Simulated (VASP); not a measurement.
# KI (Pm-3m) in VASP: a series of runs

The runs below take KI through single point, with HSE06, PBE0, PBE, r2SCAN.

Everything below comes from runs of VASP 6.6.1. Logs are shortened: lines on timing, memory, paths and dates and some standing lists are left out, and cuts for length are marked.

## Step 1: The cell of the first run

The structure is cubic, space group Pm-3m (No. 221). Conventional cell: a = 4.291 Å, b = 4.291 Å, c = 4.291 Å, α = 90.00°, β = 90.00°, γ = 90.00°. Within 4.9 Å of K (site symmetry m-3m) lie 8 I at 3.72 Å and 6 K at 4.29 Å. Within 4.9 Å of I (site symmetry m-3m) lie 8 K at 3.72 Å and 6 I at 4.29 Å.

## Step 2: Single point, HSE06

File POSCAR:

```
KI
1.0
    4.2909400946      0.0000000000      0.0000000000
    0.0000000000      4.2909400946      0.0000000000
    0.0000000000      0.0000000000      4.2909400946
K I
1 1
Direct
    0.0000000000      0.0000000000      0.0000000000
    0.5000000000      0.5000000000      0.5000000000
```

File INCAR.step1:

```
PREC = Accurate
ENCUT = 520
EDIFF = 1E-5
ISMEAR = 0
SIGMA = 0.01
LREAL = False
LASPH = True
NELM = 100
ALGO = Normal
ISIF = 2
LWAVE = True
LCHARG = False
GGA = PE
NBANDS = 15
```

File INCAR.step2:

```
PREC = Accurate
ENCUT = 520
EDIFF = 1E-7
ISMEAR = 0
SIGMA = 0.01
LREAL = False
LASPH = True
NELM = 100
ALGO = Normal
ISIF = 2
LWAVE = False
LCHARG = False
GGA = PE
LHFCALC = True
HFSCREEN = 0.2079
PRECFOCK = Normal
ISTART = 1
NBANDS = 15
```

File KPOINTS:

```
Automatic mesh
0
Gamma
  4 4 4
```

Potentials or basis: VASP PAW PBE potentials, release 64 (K_sv, I).

Command:

```console
cat potpaw_PBE.64/K_sv/POTCAR potpaw_PBE.64/I/POTCAR > POTCAR
cp INCAR.step1 INCAR
mpirun -np 1 vasp_std > vasp.out
cp INCAR.step2 INCAR
mpirun -np 1 vasp_std > vasp.out
```

OUTCAR:

```text
PREC = Accurate
   ENCUT = 520
   EDIFF = 1E-7
   ISMEAR = 0
   LREAL = False
   LASPH = True
   NELM = 100
   ISIF = 2
   GGA = PE
   LHFCALC = True
   HFSCREEN = 0.2079
   PRECFOCK = Normal
   ISTART = 1

 ion  position               nearest neighbor table
   1  0.000  0.000  0.000-
   2  0.500  0.500  0.500-

  LATTYP: Found a simple cubic cell.
 ALAT       =     4.2909400946

  Lattice vectors:

 A1 = (   4.2909400946,   0.0000000000,   0.0000000000)
 A2 = (   0.0000000000,   4.2909400946,   0.0000000000)
 A3 = (   0.0000000000,   0.0000000000,   4.2909400946)

Analysis of symmetry for initial positions (statically):
=====================================================================
 Subroutine PRICEL returns:
 Original cell was already a primitive cell.

 Routine SETGRP: Setting up the symmetry group for a
 simple cubic supercell.

 Subroutine GETGRP returns: Found 48 space group operations
 (whereof 48 operations were pure point group operations)
 out of a pool of 48 trial point group operations.

The static configuration has the point symmetry O_h .

Analysis of symmetry for dynamics (positions and initial velocities):
=====================================================================
 Subroutine PRICEL returns:
 Original cell was already a primitive cell.

 Routine SETGRP: Setting up the symmetry group for a
 simple cubic supercell.

 Subroutine GETGRP returns: Found 48 space group operations
 (whereof 48 operations were pure point group operations)
 out of a pool of 48 trial point group operations.

The dynamic configuration has the point symmetry O_h .

 Subroutine INISYM returns: Found 48 space group operations
 (whereof 48 operations are pure point group operations),
 and found     1 'primitive' translations

----------------------------------------------------------------------------------------

                                     Primitive cell

  volume of cell :      79.0055

  direct lattice vectors                    reciprocal lattice vectors
     4.290940095  0.000000000  0.000000000     0.233049164  0.000000000  0.000000000
     0.000000000  4.290940095  0.000000000     0.000000000  0.233049164  0.000000000
     0.000000000  0.000000000  4.290940095     0.000000000  0.000000000  0.233049164

  length of vectors
     4.290940095  4.290940095  4.290940095     0.233049164  0.233049164  0.233049164

[... 82 lines left out ...]
   IALGO  =     38    algorithm
   IMIX   =      1    mixing-type and parameters
     AMIX     =   0.40;   BMIX     =  1.00
     AMIX_MAG =   1.60;   BMIX_MAG =  1.00
  volume/ion in A,a.u.               =      39.50       266.58
  Fermi-wavevector in a.u.,A,eV,Ry     =   0.961381  1.816747 12.575241  0.924254
  Thomas-Fermi vector in A             =   2.090748
   LORBIT       =      0    0 simple, 1 ext, 2 COOP (PROOUT), +10 PAW based schemes
   GGA     = PE    functional components
   LHFCALC =     T    Hartree Fock is set to
   PRECFOCK=normal    Normal, Fast or Accurate (Low or Medium for compatibility)
   ENCUT4O =  -1.0   cutoff for four orbital integrals eV
   NKREDX  =     1    reduce k-point grid by
   NKREDY  =     1    reduce k-point grid by
   NKREDZ  =     1    reduce k-point grid by
   AEXX    =    0.2500 exact exchange contribution
   HFSCREEN=    0.2079 screening length (either q_TF or 0.3 A-1)
   HFSCREENC=   0.2079 screening length for correlation (either q_TF or 0.3 A-1)
   ENCUTFOCK=  -1.0 apply spherical cutoff to Coloumb kernel
   IVDW    =     0    specifies the selected vdW correction
   LEPSILON=     F    determine dielectric tensor
   LRPA    =     F    only Hartree local field effects (RPA)
 non-spin polarized calculation
 Gauss-broadening in eV      SIGMA  =   0.01
  energy-cutoff  :      520.00
  volume of cell :       79.01
 maximum number of plane-waves:      2176
 NGX is ok and might be reduce to    32
  NGX = 24; NGY = 24; NGZ = 24

 number of electron      16.0000003 magnetization

 Free energy of the ion-electron system (eV)
  ---------------------------------------------------
  ext. energy  EPLUGINS =         0.00000000
  ---------------------------------------------------
  free energy    TOTEN  =        -6.25606514 eV

  energy without entropy =       -6.25606514  energy(sigma->0) =       -6.25606514

 E-fermi :   0.2778     XC(G=0):  -6.4649

 val. band max:        0.2117070557   @ k =   0.5000   0.5000   0.0000
 cond. band min:       4.5100475838   @ k =   0.0000   0.0000   0.0000
 fundamental gap:      4.2983405281
 Fermi energy:         0.2777500576

 k-point     1 :       0.0000    0.0000    0.0000
  band No.  band energies     occupation
      1     -31.5666      2.00000
      2     -13.6650      2.00000
      3     -13.6650      2.00000
      4     -13.6650      2.00000
      5     -11.8986      2.00000
      6      -0.1797      2.00000
      7      -0.1797      2.00000
      8      -0.1797      2.00000
      9       4.5100      0.00000
     10       5.9977      0.00000
     11       5.9977      0.00000
     12      10.0250      0.00000
     13      10.0250      0.00000
     14      10.0250      0.00000
[... 149 lines left out ...]
      2     -13.7278      2.00000
      3     -13.7278      2.00000
      4     -13.7278      2.00000
      5     -11.3087      2.00000
      6      -1.5668      2.00000
      7      -1.5668      2.00000
      8      -1.5668      2.00000
      9       6.8080      0.00000
     10       6.8080      0.00000
     11       6.8080      0.00000
     12      10.5363      0.00000
     13      10.5363      0.00000
     14      10.5363      0.00000
     15      10.6241      0.00000

------------------------ aborting loop because EDIFF is reached ----------------------------------------

  FORCE on cell =-STRESS in cart. coord.  units (eV):
  Direction    XX          YY          ZZ          XY          YZ          ZX
  --------------------------------------------------------------------------------------
  -------------------------------------------------------------------------------------
  Total        0.1471815      0.1471815      0.1471815     -0.0000000      0.0000000     -0.0000000
  in kB        2.9847393      2.9847393      2.9847393     -0.0000000      0.0000000     -0.0000000
  external PRESSURE =       2.9847393 kB  Pullay stress =       0.0000000 kB

 VOLUME and BASIS-vectors are now :
 -----------------------------------------------------------------------------
  energy-cutoff  :      520.00
  volume of cell :       79.01
      direct lattice vectors                 reciprocal lattice vectors
     4.290940095  0.000000000  0.000000000     0.233049164  0.000000000  0.000000000
     0.000000000  4.290940095  0.000000000     0.000000000  0.233049164  0.000000000
     0.000000000  0.000000000  4.290940095     0.000000000  0.000000000  0.233049164

 POSITION                                       TOTAL-FORCE (eV/Angst)
 -----------------------------------------------------------------------------------
      0.00000      0.00000      0.00000         0.000000      0.000000      0.000000
      2.14547      2.14547      2.14547         0.000000      0.000000      0.000000
 -----------------------------------------------------------------------------------
    total drift:                               -0.000000     -0.000000     -0.000000

  FREE ENERGIE OF THE ION-ELECTRON SYSTEM (eV)
  ---------------------------------------------------
  free  energy   TOTEN  =        -6.2560651378 eV

  energy  without entropy=       -6.2560651378  energy(sigma->0) =       -6.25606514
```

OSZICAR.step1:

```text
N       E                     dE             d eps       ncg     rms          rms(c)
DAV:   1     0.915166302740E+02    0.91517E+02   -0.64668E+03   300   0.906E+02
DAV:   2     0.126815784256E+00   -0.91390E+02   -0.85400E+02   391   0.219E+02
DAV:   3    -0.527110991870E+01   -0.53979E+01   -0.53705E+01   442   0.466E+01
DAV:   4    -0.552124165241E+01   -0.25013E+00   -0.25009E+00   458   0.865E+00
DAV:   5    -0.552326205414E+01   -0.20204E-02   -0.20204E-02   426   0.899E-01    0.268E+00
DAV:   6    -0.542965999141E+01    0.93602E-01   -0.67933E-02   391   0.175E+00    0.193E+00
DAV:   7    -0.540954974993E+01    0.20110E-01   -0.91743E-02   384   0.174E+00    0.744E-01
DAV:   8    -0.541212907527E+01   -0.25793E-02   -0.13462E-02   358   0.749E-01    0.151E-01
DAV:   9    -0.541227213038E+01   -0.14306E-03   -0.50286E-04   419   0.150E-01    0.724E-02
DAV:  10    -0.541233391859E+01   -0.61788E-04   -0.83227E-05   394   0.585E-02    0.151E-02
DAV:  11    -0.541235051590E+01   -0.16597E-04   -0.24848E-05   368   0.322E-02    0.172E-02
DAV:  12    -0.541235005493E+01    0.46097E-06   -0.67018E-07   290   0.647E-03
   1 F= -.54123501E+01 E0= -.54123501E+01  d E =-.322237E-33
```

It took 7.2 min on 1 thread of Intel Xeon Platinum 8259CL at 2.50GHz (Skylake/Cascade Lake), shared host; peak memory 0.29 GiB.

What came out:

* Free energy: -6.2561 eV
* Pressure: 0.3 GPa
* Band gap on the k mesh: 4.30 eV (least direct gap 4.69 eV)

Caveat: the PAW data sets were made with another functional, which shifts forces and pressure a little; spin-orbit coupling is left out, which moves the levels of the heavy elements. A k mesh can miss the band edges.

## Step 3: Single point, PBE0

POSCAR is that of step 2.

File INCAR.step1:

```
SYSTEM = KI
  PREC = Accurate
  ENCUT = 520
  EDIFF = 1E-5
  ISMEAR = 0
  SIGMA = 0.01
  LREAL = .FALSE.
  LASPH = .TRUE.
  NELM = 60
  ALGO = Normal
  ISIF = 2
  LWAVE = .TRUE.
  GGA = PE
  NBANDS = 15
```

File INCAR.step2:

```
SYSTEM = KI
  PREC = Accurate
  ENCUT = 520
  EDIFF = 1E-6
  ISMEAR = 0
  SIGMA = 0.01
  LREAL = .FALSE.
  LASPH = .TRUE.
  NELM = 60
  ALGO = Normal
  ISIF = 2
  LWAVE = .FALSE.
  LCHARG = .TRUE.
  GGA = PE
  LHFCALC = .TRUE.
  AEXX = 0.25
  PRECFOCK = Normal
  LELF = .TRUE.
  LVHAR = .TRUE.
  ISTART = 1
  NBANDS = 15
```

File KPOINTS:

```
regular mesh
0
G
  4 4 4
  0 0 0
```

Potentials or basis: VASP PAW PBE potentials, release 64 (K_sv, I).

Command:

```console
cat potpaw_PBE.64/K_sv/POTCAR potpaw_PBE.64/I/POTCAR > POTCAR
cp INCAR.step1 INCAR
mpirun -np 1 vasp_std > vasp.out
cp INCAR.step2 INCAR
mpirun -np 1 vasp_std > vasp.out
```

OUTCAR:

```text
SYSTEM = KI
   PREC = Accurate
   ENCUT = 520
   EDIFF = 1E-6
   ISMEAR = 0
   LREAL = .FALSE.
   LASPH = .TRUE.
   NELM = 60
   ISIF = 2
   GGA = PE
   LHFCALC = .TRUE.
   AEXX = 0.25
   PRECFOCK = Normal
   ISTART = 1

 ion  position               nearest neighbor table
   1  0.000  0.000  0.000-
   2  0.500  0.500  0.500-

  LATTYP: Found a simple cubic cell.
 ALAT       =     4.2909400946

  Lattice vectors:

 A1 = (   4.2909400946,   0.0000000000,   0.0000000000)
 A2 = (   0.0000000000,   4.2909400946,   0.0000000000)
 A3 = (   0.0000000000,   0.0000000000,   4.2909400946)

Analysis of symmetry for initial positions (statically):
=====================================================================
 Subroutine PRICEL returns:
 Original cell was already a primitive cell.

 Routine SETGRP: Setting up the symmetry group for a
 simple cubic supercell.

 Subroutine GETGRP returns: Found 48 space group operations
 (whereof 48 operations were pure point group operations)
 out of a pool of 48 trial point group operations.

The static configuration has the point symmetry O_h .

Analysis of symmetry for dynamics (positions and initial velocities):
=====================================================================
 Subroutine PRICEL returns:
 Original cell was already a primitive cell.

 Routine SETGRP: Setting up the symmetry group for a
 simple cubic supercell.

 Subroutine GETGRP returns: Found 48 space group operations
 (whereof 48 operations were pure point group operations)
 out of a pool of 48 trial point group operations.

The dynamic configuration has the point symmetry O_h .

 Subroutine INISYM returns: Found 48 space group operations
 (whereof 48 operations are pure point group operations),
 and found     1 'primitive' translations

----------------------------------------------------------------------------------------
[... 113 lines left out ...]
   ENCUTFOCK=  -1.0 apply spherical cutoff to Coloumb kernel
   IVDW    =     0    specifies the selected vdW correction
   LEPSILON=     F    determine dielectric tensor
   LRPA    =     F    only Hartree local field effects (RPA)
 non-spin polarized calculation
 Gauss-broadening in eV      SIGMA  =   0.01
  energy-cutoff  :      520.00
  volume of cell :       79.01
 maximum number of plane-waves:      2176
 NGX is ok and might be reduce to    32
  NGX = 24; NGY = 24; NGZ = 24

 number of electron      16.0000003 magnetization

 Free energy of the ion-electron system (eV)
  ---------------------------------------------------
  ext. energy  EPLUGINS =         0.00000000
  ---------------------------------------------------
  free energy    TOTEN  =        -6.77861487 eV

  energy without entropy =       -6.77861487  energy(sigma->0) =       -6.77861487

 E-fermi :  -0.0452     XC(G=0):  -6.0941

 val. band max:       -0.1706860157   @ k =   0.5000   0.5000   0.0000
 cond. band min:       4.8296775709   @ k =   0.0000   0.0000   0.0000
 fundamental gap:      5.0003635866
 Fermi energy:        -0.0451965593

 k-point     1 :       0.0000    0.0000    0.0000
  band No.  band energies     occupation
      1     -31.9920      2.00000
      2     -14.0793      2.00000
      3     -14.0793      2.00000
      4     -14.0793      2.00000
      5     -12.3244      2.00000
      6      -0.5688      2.00000
      7      -0.5688      2.00000
      8      -0.5688      2.00000
      9       4.8297      0.00000
     10       6.3377      0.00000
     11       6.3377      0.00000
     12      10.4149      0.00000
     13      10.4149      0.00000
     14      10.4149      0.00000
[... 149 lines left out ...]
      2     -14.1430      2.00000
      3     -14.1430      2.00000
      4     -14.1430      2.00000
      5     -11.7307      2.00000
      6      -1.9786      2.00000
      7      -1.9786      2.00000
      8      -1.9786      2.00000
      9       7.1464      0.00000
     10       7.1464      0.00000
     11       7.1464      0.00000
     12      10.9284      0.00000
     13      10.9284      0.00000
     14      10.9284      0.00000
     15      11.0033      0.00000

------------------------ aborting loop because EDIFF is reached ----------------------------------------

  FORCE on cell =-STRESS in cart. coord.  units (eV):
  Direction    XX          YY          ZZ          XY          YZ          ZX
  --------------------------------------------------------------------------------------
  -------------------------------------------------------------------------------------
  Total        0.1093486      0.1093486      0.1093486     -0.0000000      0.0000000     -0.0000000
  in kB        2.2175145      2.2175145      2.2175145     -0.0000000      0.0000000     -0.0000000
  external PRESSURE =       2.2175145 kB  Pullay stress =       0.0000000 kB

 VOLUME and BASIS-vectors are now :
 -----------------------------------------------------------------------------
  energy-cutoff  :      520.00
  volume of cell :       79.01
      direct lattice vectors                 reciprocal lattice vectors
     4.290940095  0.000000000  0.000000000     0.233049164  0.000000000  0.000000000
     0.000000000  4.290940095  0.000000000     0.000000000  0.233049164  0.000000000
     0.000000000  0.000000000  4.290940095     0.000000000  0.000000000  0.233049164

 POSITION                                       TOTAL-FORCE (eV/Angst)
 -----------------------------------------------------------------------------------
      0.00000      0.00000      0.00000         0.000000      0.000000      0.000000
      2.14547      2.14547      2.14547         0.000000      0.000000      0.000000
 -----------------------------------------------------------------------------------
    total drift:                                0.000000      0.000000      0.000000

  FREE ENERGIE OF THE ION-ELECTRON SYSTEM (eV)
  ---------------------------------------------------
  free  energy   TOTEN  =        -6.7786148663 eV

  energy  without entropy=       -6.7786148663  energy(sigma->0) =       -6.77861487
```

OUTCAR.step1:

```text
SYSTEM = KI
   PREC = Accurate
   ENCUT = 520
   EDIFF = 1E-5
   ISMEAR = 0
   LREAL = .FALSE.
   LASPH = .TRUE.
[... 385 lines left out ...]
      0.00000      0.00000      0.00000         0.000000      0.000000      0.000000
      2.14547      2.14547      2.14547         0.000000      0.000000      0.000000
 -----------------------------------------------------------------------------------
    total drift:                                0.000000      0.000000     -0.000000

  FREE ENERGIE OF THE ION-ELECTRON SYSTEM (eV)
  ---------------------------------------------------
  free  energy   TOTEN  =        -5.4123500549 eV

  energy  without entropy=       -5.4123500549  energy(sigma->0) =       -5.41235005
```

It took 6.4 min on 1 thread of Intel Xeon Platinum 8259CL at 2.50GHz (Skylake/Cascade Lake), shared host; peak memory 0.19 GiB.

What came out:

- Free energy: -6.7786 eV
- Pressure: 0.2 GPa
- Band gap on the k mesh: 5.00 eV (least direct gap 5.40 eV)

Levels at points of the mesh, in eV from the valence-band top:
```
           k point  band 5  band 6  band 7  band 8  band 9  band 10  band 11  band 12
(0.00, 0.00, 0.00)  -12.15   -0.40   -0.40   -0.40    5.00     6.51     6.51    10.59
(0.50, 0.00, 0.00)  -11.81   -2.49   -0.31   -0.31    7.19     8.13     8.79     8.96
(0.50, 0.50, 0.00)  -11.76   -1.88   -1.88    0.00    5.60     7.54     8.77     8.77
(0.50, 0.50, 0.50)  -11.56   -1.81   -1.81   -1.81    7.32     7.32     7.32    11.10
```

Caveat: the PAW data sets were made with another functional, which shifts forces and pressure a little; spin-orbit coupling is left out, which moves the levels of the heavy elements.

(Continued in part 2 of 2.)
